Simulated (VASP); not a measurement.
The system is BiB.

```
B Bi
1.0
     0.00000    2.76003    2.76003
     2.76003    0.00000    2.76003
     2.76003    2.76003    0.00000
B Bi
1 1
Direct
  0.00000 0.00000 0.00000
  0.25000 0.25000 0.25000
```

```yaml
Program: VASP 6.6.1
Task: relaxation of cell and atoms
Functional: PBEsol
Potentials_or_basis: VASP PAW PBE potentials, release 64 (B, Bi_d)
Cutoff: 600 eV
k_mesh: 8 × 8 × 8
Occupations: fermi-dirac, width 0.02 eV
Spin: no spin polarisation
```

At the start: pressure -2.7 GPa; volume 21.03 Å³/atom.

Question: How do energy, volume and symmetry change on relaxing?

Answer: Over 3 steps the energy falls by 6.5 meV/atom and the volume is 20.29 Å³/atom (-3.5 %); space group F-43m (No. 216, to 0.05 Å).

The path:
```csv
step,energy change (eV),largest force (eV/Å),pressure (GPa),volume (Å³)
1,0.0000,0.0000,-2.72,42.05
2,-0.0101,0.0000,1.42,39.91
3,-0.0129,0.0000,0.00,40.57
```

Final structure:
```
CELL_PARAMETERS angstrom
0.00000 2.72733 2.72733
2.72733 0.00000 2.72733
2.72733 2.72733 0.00000
ATOMIC_POSITIONS crystal
B 0.00000 0.00000 0.00000
Bi 0.25000 0.25000 0.25000
```

Caveat: the PAW data sets were made with another functional, which shifts forces and pressure a little.
